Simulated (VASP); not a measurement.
# CrC5 (F-43m) in VASP: single point with PBE

Aim: the single point of CrC5 with PBE.

Program: VASP 6.6.1. These are calculated values, not measurements. Logs are shortened: lines on timing, memory, paths and dates and some standing lists are left out, and cuts for length are marked.

**1. The cell of the first run**

It takes space group F-43m (No. 216, cubic). The conventional cell has a = 6.729 Å, b = 6.729 Å, c = 6.729 Å, α = 90.00°, β = 90.00°, γ = 90.00°. Cr (site symmetry -43m) has 16 C at 2.79 to 2.91 Å within 3.7 Å. Within 3.1 Å of C (site symmetry 3m) lie 9 C at 2.37 to 2.79 Å and 3 Cr at 2.79 Å. Within 3.7 Å of C (site symmetry -43m) lie 12 C at 2.79 Å and 4 Cr at 2.91 Å.

**2. Single point, PBE, collinear spin, ferromagnetic start**

Contents of INCAR:

```
SYSTEM = CrC5
ALGO = Normal
EDIFF = 1E-6
ENCUT = 520
GGA = PE
ISIF = 2
ISMEAR = 0
ISPIN = 2
LASPH = .TRUE.
LCHARG = .TRUE.
LELF = .TRUE.
LMAXMIX = 4
LORBIT = 11
LREAL = .FALSE.
LVHAR = .TRUE.
LWAVE = .FALSE.
MAGMOM = 3 0 0 0 0 0
NBANDS = 29
NELM = 150
PREC = Accurate
SIGMA = 0.1
```

Contents of KPOINTS:

```
k-points
0
G
  4 4 4
  0 0 0
```

Contents of POSCAR:

```
CrC5
1.0
    0.0000000000      3.3645555600      3.3645555600
    3.3645555600      0.0000000000      3.3645555600
    3.3645555600      3.3645555600      0.0000000000
Cr C
1 5
Direct
    0.0000000000      0.0000000000      0.0000000000
    0.6247520300      0.1257439000      0.6247520300
    0.2500000000      0.2500000000      0.2500000000
    0.1257439000      0.6247520300      0.6247520300
    0.6247520300      0.6247520300      0.6247520300
    0.6247520300      0.6247520300      0.1257439000
```

Potentials or basis: VASP PAW PBE potentials, release 64 (Cr_pv, C).

On the command line:

```sh
$ cat potpaw_PBE.64/Cr_pv/POTCAR potpaw_PBE.64/C/POTCAR > POTCAR
$ mpirun -np 1 vasp_std > vasp.out
```

OUTCAR:

```text
SYSTEM = CrC5
   EDIFF = 1E-6
   ENCUT = 520
   GGA = PE
   ISIF = 2
   ISMEAR = 0
   ISPIN = 2
   LASPH = .TRUE.
   LORBIT = 11
   LREAL = .FALSE.
   NELM = 150
   PREC = Accurate

 ion  position               nearest neighbor table
   1  0.000  0.000  0.000-
   2  0.625  0.126  0.625-
   3  0.250  0.250  0.250-
   4  0.126  0.625  0.625-
   5  0.625  0.625  0.625-
   6  0.625  0.625  0.126-

  LATTYP: Found a face centered cubic cell.
 ALAT       =     6.7291111200

  Lattice vectors:

 A1 = (   0.0000000000,   3.3645555600,   3.3645555600)
 A2 = (   3.3645555600,   0.0000000000,   3.3645555600)
 A3 = (   3.3645555600,   3.3645555600,   0.0000000000)

Analysis of symmetry for initial positions (statically):
=====================================================================
 Subroutine PRICEL returns:
 Original cell was already a primitive cell.

 Routine SETGRP: Setting up the symmetry group for a
 face centered cubic supercell.

 Subroutine GETGRP returns: Found 24 space group operations
 (whereof 24 operations were pure point group operations)
 out of a pool of 48 trial point group operations.

The static configuration has the point symmetry T_d .

Analysis of symmetry for dynamics (positions and initial velocities):
=====================================================================
 Subroutine PRICEL returns:
 Original cell was already a primitive cell.

 Routine SETGRP: Setting up the symmetry group for a
 face centered cubic supercell.

 Subroutine GETGRP returns: Found 24 space group operations
 (whereof 24 operations were pure point group operations)
 out of a pool of 48 trial point group operations.

The dynamic configuration has the point symmetry T_d .

Analysis of structural, dynamic, and magnetic symmetry:
=====================================================================
 Subroutine PRICEL returns:
 Original cell was already a primitive cell.

 Routine SETGRP: Setting up the symmetry group for a
 face centered cubic supercell.

 Subroutine GETGRP returns: Found 24 space group operations
 (whereof 24 operations were pure point group operations)
 out of a pool of 48 trial point group operations.

The overall configuration has the point symmetry T_d .

 Subroutine INISYM returns: Found 24 space group operations
 (whereof 24 operations are pure point group operations),
 and found     1 'primitive' translations

----------------------------------------------------------------------------------------

                                     Primitive cell

  volume of cell :      76.1751

  direct lattice vectors                    reciprocal lattice vectors
     0.000000000  3.364555560  3.364555560    -0.148608038  0.148608038  0.148608038
     3.364555560  0.000000000  3.364555560     0.148608038 -0.148608038  0.148608038
     3.364555560  3.364555560  0.000000000     0.148608038  0.148608038 -0.148608038

  length of vectors
     4.758200104  4.758200104  4.758200104     0.257396672  0.257396672  0.257396672

  position of ions in fractional coordinates (direct lattice)
     0.000000000  0.000000000  0.000000000
     0.624752030  0.125743900  0.624752030
     0.250000000  0.250000000  0.250000000
     0.125743900  0.624752030  0.624752030
     0.624752030  0.624752030  0.624752030
     0.624752030  0.624752030  0.125743900

  ion indices of the primitive-cell ions
   primitive index   ion index
                 1           1
                 2           2
                 3           3
                 4           4
                 5           5
                 6           6

----------------------------------------------------------------------------------------

 KPOINTS: k-points

Automatic generation of k-mesh.
 Grid dimensions read from file:
 generate k-points for:    4    4    4

 Generating k-lattice:

  Cartesian coordinates                     Fractional coordinates (reciprocal lattice)
    -0.037152009  0.037152009  0.037152009     0.250000000  0.000000000  0.000000000
     0.037152009 -0.037152009  0.037152009     0.000000000  0.250000000  0.000000000
     0.037152009  0.037152009 -0.037152009     0.000000000  0.000000000  0.250000000

  Length of vectors
     0.064349168  0.064349168  0.064349168

  Shift w.r.t. Gamma in fractional coordinates (k-lattice)
     0.000000000  0.000000000  0.000000000

 Subroutine IBZKPT returns following result:
 ===========================================

 Found      8 irreducible k-points:

 Following reciprocal coordinates:
            Coordinates               Weight
  0.000000  0.000000  0.000000      1.000000
  0.250000  0.000000  0.000000      8.000000
  0.500000  0.000000  0.000000      4.000000
  0.250000  0.250000  0.000000      6.000000
  0.500000  0.250000  0.000000     24.000000
 -0.250000  0.250000  0.000000     12.000000
  0.500000  0.500000  0.000000      3.000000
 -0.250000  0.500000  0.250000      6.000000
   k-points           NKPTS =      8   k-points in BZ     NKDIM =      8   number of bands    NBANDS=     29
   number of dos      NEDOS =    301   number of ions     NIONS =      6
   total plane-waves  NPLWV =  46656
   dimension x,y,z NGX =    36 NGY =   36 NGZ =   36
   dimension x,y,z NGXF=    72 NGYF=   72 NGZF=   72
   ions per type =               1   5
   NGX,Y,Z   is equivalent  to a cutoff of  12.58, 12.58, 12.58 a.u.
   NGXF,Y,Z  is equivalent  to a cutoff of  25.16, 25.16, 25.16 a.u.
 SYSTEM =  CrC5
   PREC   = accura    normal or accurate (medium, high low for compatibility)
   ISTART =      0    job   : 0-new  1-cont  2-samecut
   ICHARG =      2    charge: 1-file 2-atom 10-const
   ISPIN  =      2    spin polarized calculation?
   LNONCOLLINEAR =      F non collinear calculations
   LSORBIT =      F    spin-orbit coupling
   LASPH  =      T    aspherical Exc in radial PAW
   ENCUT  =  520.0 eV  38.22 Ry    6.18 a.u.   8.85  8.85  8.85*2*pi/ulx,y,z
   NELM   =    150;   NELMIN=  2; NELMDL= -5     # of ELM steps
   EDIFF  = 0.1E-05   stopping-criterion for ELM
   LREAL  =      F    real-space projection
   EDIFFG = 0.1E-04   stopping-criterion for IOM
   NSW    =      0    number of steps for IOM
   IBRION =     -1    ionic relax: 0-MD 1-quasi-New 2-CG
   NFREE  =      0    steps in history (QN), initial steepest desc. (CG)
   ISIF   =      2    stress and relaxation
   ISYM   =      2    0-nonsym 1-usesym 2-fastsym
   POTIM  = 0.5000    time-step for ionic-motion
   TEBEG  =    0.0;   TEEND  =   0.0 temperature during run
   PSTRESS=    0.0 pullay stress
   NELECT =      32.0000    total number of electrons
   NUPDOWN=      -1.0000    fix difference up-down
   EMIN   =  10.00;   EMAX   =-10.00  energy-range for DOS
   EFERMI =   0.00;   METHOD = LEGACY
   ISMEAR =     0;   SIGMA  =   0.10  broadening in eV -4-tet -1-fermi 0-gaus
   EFERMI_NEDOS =   21; number of points for ismear=-14 and -15
   IALGO  =     38    algorithm
   IMIX   =      4    mixing-type and parameters
     AMIX     =   0.40;   BMIX     =  1.00
     AMIX_MAG =   1.60;   BMIX_MAG =  1.00
  volume/ion in A,a.u.               =      12.70        85.68
  Fermi-wavevector in a.u.,A,eV,Ry     =   1.226085  2.316964 20.453415  1.503284
  Thomas-Fermi vector in A             =   2.361099
   LORBIT       =     11    0 simple, 1 ext, 2 COOP (PROOUT), +10 PAW based schemes
   GGA     = PE    functional components
   LHFCALC =     F    Hartree Fock is set to
   AEXX    =    0.0000 exact exchange contribution
   IVDW    =     0    specifies the selected vdW correction
   LEPSILON=     F    determine dielectric tensor
   LRPA    =     F    only Hartree local field effects (RPA)
 spin polarized calculation
 Gauss-broadening in eV      SIGMA  =   0.10
  energy-cutoff  :      520.00
  volume of cell :       76.18
 maximum number of plane-waves:      2085
   NGX = 17   NGY = 17   NGZ = 17

 number of electron      31.9999998 magnetization      -0.0237174

 number of electron      31.9999998 magnetization       0.0005090

 Free energy of the ion-electron system (eV)
  ---------------------------------------------------
  ext. energy  EPLUGINS =         0.00000000
  ---------------------------------------------------
  free energy    TOTEN  =       -30.14745215 eV

  energy without entropy =      -30.10852725  energy(sigma->0) =      -30.12798970

 E-fermi :   3.2247     XC(G=0): -10.6584

 val. band max:        3.1750104516   @ k =  -0.2500   0.5000   0.2500
 cond. band min:       3.2522764710   @ k =  -0.2500   0.2500   0.0000
 fundamental gap:      0.0772660194
 Fermi energy:         3.2246730901

 spin component 1

 k-point     1 :       0.0000    0.0000    0.0000
  band No.  band energies     occupation
      1     -39.9478      1.00000
      2     -39.9478      1.00000
      3     -39.9478      1.00000
      4      -9.9568      1.00000
      5      -4.4530      1.00000
      6      -3.7339      1.00000
[... 237 lines left out ...]
     27       7.2792      0.00000
     28       7.3029      0.00000
 Fermi energy:         3.2246730901

 spin component 2

 k-point     1 :       0.0000    0.0000    0.0000
  band No.  band energies     occupation
      1     -39.9482      1.00000
      2     -39.9482      1.00000
      3     -39.9482      1.00000
      4      -9.9567      1.00000
      5      -4.4523      1.00000
      6      -3.7338      1.00000
[... 237 lines left out ...]
     27       7.2793      0.00000
     28       7.3030      0.00000
 [bands above 28 left out]

------------------------ aborting loop because EDIFF is reached ----------------------------------------

  FORCE on cell =-STRESS in cart. coord.  units (eV):
  Direction    XX          YY          ZZ          XY          YZ          ZX
  --------------------------------------------------------------------------------------
  -------------------------------------------------------------------------------------
  Total      -17.6986532    -17.6986532    -17.6986532      0.0000000      0.0000000      0.0000000
  in kB     -372.2525610   -372.2525610   -372.2525610      0.0000000      0.0000000      0.0000000
  external PRESSURE =    -372.2525610 kB  Pullay stress =       0.0000000 kB

 VOLUME and BASIS-vectors are now :
 -----------------------------------------------------------------------------
  energy-cutoff  :      520.00
  volume of cell :       76.18
      direct lattice vectors                 reciprocal lattice vectors
     0.000000000  3.364555560  3.364555560    -0.148608038  0.148608038  0.148608038
     3.364555560  0.000000000  3.364555560     0.148608038 -0.148608038  0.148608038
     3.364555560  3.364555560  0.000000000     0.148608038  0.148608038 -0.148608038

 POSITION                                       TOTAL-FORCE (eV/Angst)
 -----------------------------------------------------------------------------------
      0.00000      0.00000      0.00000        -0.000000     -0.000000      0.000000
      2.52509      4.20403      2.52509         0.000816     -0.000816      0.000816
      1.68228      1.68228      1.68228        -0.000000     -0.000000      0.000000
      4.20403      2.52509      2.52509        -0.000816      0.000816      0.000816
      4.20403      4.20403      4.20403        -0.000816     -0.000816     -0.000816
      2.52509      2.52509      4.20403         0.000816      0.000816     -0.000816
 -----------------------------------------------------------------------------------
    total drift:                                0.000017      0.000017      0.000017

  FREE ENERGIE OF THE ION-ELECTRON SYSTEM (eV)
  ---------------------------------------------------
  free  energy   TOTEN  =       -30.1474521538 eV

  energy  without entropy=      -30.1085272541  energy(sigma->0) =      -30.12798970

 total charge

# of ion       s       p       d       tot
------------------------------------------
    1        0.163   6.091   3.938  10.192
    2        1.042   0.940   0.000   1.982
    3        1.066   0.895   0.000   1.962
    4        1.042   0.940   0.000   1.982
    5        1.042   0.940   0.000   1.982
    6        1.042   0.940   0.000   1.982
--------------------------------------------------
tot          5.398  10.745   3.938  20.081

 magnetization (x)

# of ion       s       p       d       tot
------------------------------------------
    1        0.000   0.000  -0.001  -0.001
    2        0.000   0.000   0.000   0.000
    3        0.000   0.000   0.000   0.000
    4        0.000   0.000   0.000   0.000
    5        0.000   0.000   0.000   0.000
    6        0.000   0.000   0.000   0.000
--------------------------------------------------
tot          0.000   0.000  -0.001  -0.001
```

Run time: 71 s. Hardware: 1 thread of Intel Xeon 6975P-C (Granite Rapids), shared host; peak memory 0.25 GiB.

What came out:

* Free energy: -30.1475 eV
* Pressure: -37.2 GPa
* Band gap on the k mesh: zero (filled and empty bands overlap)
* Net moment: 0.00 μB per cell
* Valence electrons inside the program's atomic spheres: Cr 10.19; C 1.98, 1.96

Levels at points of the mesh, in eV from the Fermi level:
Spin up:
```
           k point  band 12  band 13  band 14  band 15  band 16  band 17  band 18  band 19  band 20  band 21
(0.00, 0.00, 0.00)    -3.68    -2.22    -2.22     0.17     0.17     0.17     1.07     1.07     1.07     1.44
(0.50, 0.00, 0.00)    -1.18    -1.18    -0.29    -0.13    -0.13     0.50     0.85     0.96     0.96     1.62
(0.50, 0.50, 0.00)    -1.03    -0.98    -0.43    -0.43    -0.25     0.35     0.51     0.85     1.15     1.15
```
Spin down:
```tsv
k point	band 12	band 13	band 14	band 15	band 16	band 17	band 18	band 19	band 20	band 21
(0.00, 0.00, 0.00)	-3.68	-2.22	-2.22	0.17	0.17	0.17	1.07	1.07	1.07	1.44
(0.50, 0.00, 0.00)	-1.18	-1.18	-0.29	-0.13	-0.13	0.50	0.86	0.96	0.96	1.61
(0.50, 0.50, 0.00)	-1.03	-0.98	-0.43	-0.43	-0.25	0.35	0.51	0.85	1.15	1.15
```

Caveat: the k points lie up to 0.40 Å⁻¹ apart; the starting moments collapsed, and a magnetic state may lie lower.
